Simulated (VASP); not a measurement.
# LiCl (kx) (Fm-3m) in VASP: single point with LDA

Aim: the single point of LiCl (kx) with LDA.

All numbers are computed with VASP 6.6.1; they aren't measurements. Logs are shortened: lines on timing, memory, paths and dates and some standing lists are left out, and cuts for length are marked.

## Step 1: The cell of the first run

It takes space group Fm-3m (No. 225, cubic). The conventional cell has a = 5.084 Å, b = 5.084 Å, c = 5.084 Å, α = 90.00°, β = 90.00°, γ = 90.00°. Within 3.4 Å of Li (site symmetry m-3m) lie 6 Cl at 2.54 Å. Cl (site symmetry m-3m) has 6 Li at 2.54 Å within 3.4 Å.

## Step 2: Single point, LDA

Input file INCAR:

```
SYSTEM = LiCl
  ALGO = Normal
  EDIFF = 1E-7
  ENCUT = 520
  ISIF = 2
  ISMEAR = 0
  LASPH = .True.
  LCHARG = .True.
  LELF = .True.
  LREAL = .False.
  LVHAR = .True.
  LWAVE = .False.
  NBANDS = 12
  NELM = 80
  PREC = Accurate
  SIGMA = 0.02
```

Input file KPOINTS:

```
k-points
0
Gamma
  8 8 8
  0 0 0
```

Input file POSCAR:

```
LiCl
1.0
    0.0000000000      2.5421223400      2.5421223400
    2.5421223400      0.0000000000      2.5421223400
    2.5421223400      2.5421223400      0.0000000000
Li Cl
1 1
Direct
    0.0000000000      0.0000000000      0.0000000000
    0.5000000000      0.5000000000      0.5000000000
```

Potentials or basis: VASP PAW LDA potentials, release 64 (Li_sv, Cl).

Started as:

```
$ cat potpaw_LDA.64/Li_sv/POTCAR potpaw_LDA.64/Cl/POTCAR > POTCAR
$ mpirun -np 1 vasp_std > vasp.out
```

OUTCAR:

```text
SYSTEM = LiCl
   EDIFF = 1E-7
   ENCUT = 520
   ISIF = 2
   ISMEAR = 0
   LASPH = .True.
   LREAL = .False.
   NELM = 80
   PREC = Accurate

 ion  position               nearest neighbor table
   1  0.000  0.000  0.000-   2 2.54   2 2.54   2 2.54   2 2.54   2 2.54   2 2.54
   2  0.500  0.500  0.500-   1 2.54   1 2.54   1 2.54   1 2.54   1 2.54   1 2.54

  LATTYP: Found a face centered cubic cell.
 ALAT       =     5.0842446800

  Lattice vectors:

 A1 = (   0.0000000000,   2.5421223400,   2.5421223400)
 A2 = (   2.5421223400,   0.0000000000,   2.5421223400)
 A3 = (   2.5421223400,   2.5421223400,   0.0000000000)

Analysis of symmetry for initial positions (statically):
=====================================================================
 Subroutine PRICEL returns:
 Original cell was already a primitive cell.

 Routine SETGRP: Setting up the symmetry group for a
 face centered cubic supercell.

 Subroutine GETGRP returns: Found 48 space group operations
 (whereof 48 operations were pure point group operations)
 out of a pool of 48 trial point group operations.

The static configuration has the point symmetry O_h .

Analysis of symmetry for dynamics (positions and initial velocities):
=====================================================================
 Subroutine PRICEL returns:
 Original cell was already a primitive cell.

 Routine SETGRP: Setting up the symmetry group for a
 face centered cubic supercell.

 Subroutine GETGRP returns: Found 48 space group operations
 (whereof 48 operations were pure point group operations)
 out of a pool of 48 trial point group operations.

The dynamic configuration has the point symmetry O_h .

 Subroutine INISYM returns: Found 48 space group operations
 (whereof 48 operations are pure point group operations),
 and found     1 'primitive' translations

----------------------------------------------------------------------------------------

                                     Primitive cell

  volume of cell :      32.8564

  direct lattice vectors                    reciprocal lattice vectors
     0.000000000  2.542122340  2.542122340    -0.196686049  0.196686049  0.196686049
     2.542122340  0.000000000  2.542122340     0.196686049 -0.196686049  0.196686049
     2.542122340  2.542122340  0.000000000     0.196686049  0.196686049 -0.196686049

  length of vectors
     3.595103890  3.595103890  3.595103890     0.340670231  0.340670231  0.340670231

  position of ions in fractional coordinates (direct lattice)
     0.000000000  0.000000000  0.000000000
     0.500000000  0.500000000  0.500000000

  ion indices of the primitive-cell ions
   primitive index   ion index
[... 87 lines left out ...]
   EMIN   =  10.00;   EMAX   =-10.00  energy-range for DOS
   EFERMI =   0.00;   METHOD = LEGACY
   ISMEAR =     0;   SIGMA  =   0.02  broadening in eV -4-tet -1-fermi 0-gaus
   EFERMI_NEDOS =   21; number of points for ismear=-14 and -15
   IALGO  =     38    algorithm
   IMIX   =      4    mixing-type and parameters
     AMIX     =   0.40;   BMIX     =  1.00
     AMIX_MAG =   1.60;   BMIX_MAG =  1.00
  volume/ion in A,a.u.               =      16.43       110.86
  Fermi-wavevector in a.u.,A,eV,Ry     =   1.101206  2.080977 16.499154  1.212654
  Thomas-Fermi vector in A             =   2.237629
   LORBIT       =      0    0 simple, 1 ext, 2 COOP (PROOUT), +10 PAW based schemes
   GGA     = CA    functional components
   LHFCALC =     F    Hartree Fock is set to
   AEXX    =    0.0000 exact exchange contribution
   IVDW    =     0    specifies the selected vdW correction
   LEPSILON=     F    determine dielectric tensor
   LRPA    =     F    only Hartree local field effects (RPA)
 non-spin polarized calculation
 Gauss-broadening in eV      SIGMA  =   0.02
  energy-cutoff  :      520.00
  volume of cell :       32.86
 maximum number of plane-waves:       905
   NGX = 13   NGY = 13   NGZ = 13

 number of electron      10.0000000 magnetization

 number of electron       9.9999999 magnetization

 Free energy of the ion-electron system (eV)
  ---------------------------------------------------
  ext. energy  EPLUGINS =         0.00000000
  ---------------------------------------------------
  free energy    TOTEN  =        -8.07784623 eV

  energy without entropy =       -8.07784623  energy(sigma->0) =       -8.07784623

 E-fermi :   0.7878     XC(G=0):  -9.2781

 val. band max:        0.6590593453   @ k =   0.0000   0.0000   0.0000
 cond. band min:       6.8200687452   @ k =   0.0000   0.0000   0.0000
 fundamental gap:      6.1610093999
 Fermi energy:         0.7877831830

 k-point     1 :       0.0000    0.0000    0.0000
  band No.  band energies     occupation
      1     -41.7713      2.00000
      2     -12.7629      2.00000
      3       0.6591      2.00000
      4       0.6591      2.00000
      5       0.6591      2.00000
      6       6.8201      0.00000
      7      12.4190      0.00000
      8      12.4190      0.00000
      9      12.4190      0.00000
     10      14.9217      0.00000
     11      14.9217      0.00000
     12      14.9217      0.00000
[... 331 lines left out ...]
 k-point    24 :      -0.3750    0.2500    0.1250
  band No.  band energies     occupation
      1     -41.7670      2.00000
      2     -12.0098      2.00000
      3      -2.0697      2.00000
      4      -0.7597      2.00000
      5       0.0354      2.00000
      6       8.6118      0.00000
      7       9.7651      0.00000
      8      10.9840      0.00000
      9      12.3279      0.00000
     10      16.0871      0.00000
     11      16.6781      0.00000
     12      18.9182      0.00000

 [... further k-points ...]

------------------------ aborting loop because EDIFF is reached ----------------------------------------

  FORCE on cell =-STRESS in cart. coord.  units (eV):
  Direction    XX          YY          ZZ          XY          YZ          ZX
  --------------------------------------------------------------------------------------
  -------------------------------------------------------------------------------------
  Total       -0.5277059     -0.5277059     -0.5277059      0.0000000      0.0000000     -0.0000000
  in kB      -25.7325739    -25.7325739    -25.7325739      0.0000000      0.0000000     -0.0000000
  external PRESSURE =     -25.7325739 kB  Pullay stress =       0.0000000 kB

 VOLUME and BASIS-vectors are now :
 -----------------------------------------------------------------------------
  energy-cutoff  :      520.00
  volume of cell :       32.86
      direct lattice vectors                 reciprocal lattice vectors
     0.000000000  2.542122340  2.542122340    -0.196686049  0.196686049  0.196686049
     2.542122340  0.000000000  2.542122340     0.196686049 -0.196686049  0.196686049
     2.542122340  2.542122340  0.000000000     0.196686049  0.196686049 -0.196686049

 POSITION                                       TOTAL-FORCE (eV/Angst)
 -----------------------------------------------------------------------------------
      0.00000      0.00000      0.00000         0.000000      0.000000     -0.000000
      2.54212      2.54212      2.54212         0.000000     -0.000000      0.000000
 -----------------------------------------------------------------------------------
    total drift:                                0.000000      0.000000      0.000000

  FREE ENERGIE OF THE ION-ELECTRON SYSTEM (eV)
  ---------------------------------------------------
  free  energy   TOTEN  =        -8.0778462344 eV

  energy  without entropy=       -8.0778462344  energy(sigma->0) =       -8.07784623
```

stdout:

```text
POSCAR found type information on POSCAR LiCl
 POSCAR found :  2 types and       2 ions
 scaLAPACK will be used
 LDA part: xc-table for (Slater(with rela. corr.)+CA(PZ))
 , standard interpolation
 POSCAR, INCAR and KPOINTS ok, starting setup
 FFT: planning ... GRIDC
 FFT: planning ... GRID_SOFT
 FFT: planning ... GRID
 WAVECAR not read
 entering main loop
```

Wall time 9.5 s (1 thread of Intel Xeon Platinum 8259CL at 2.50GHz (Skylake/Cascade Lake), shared host); peak memory 0.13 GiB.

Results:

| Quantity | Value |
| --- | --- |
| Free energy | -8.0778 eV |
| Band gap on the k mesh | 6.16 eV, direct |

Caveat: the cutoff is under 1.25 times the usual one of these potentials, so pressure, stress and relaxed cells hold a basis-set (Pulay) error. A k mesh can miss the band edges.
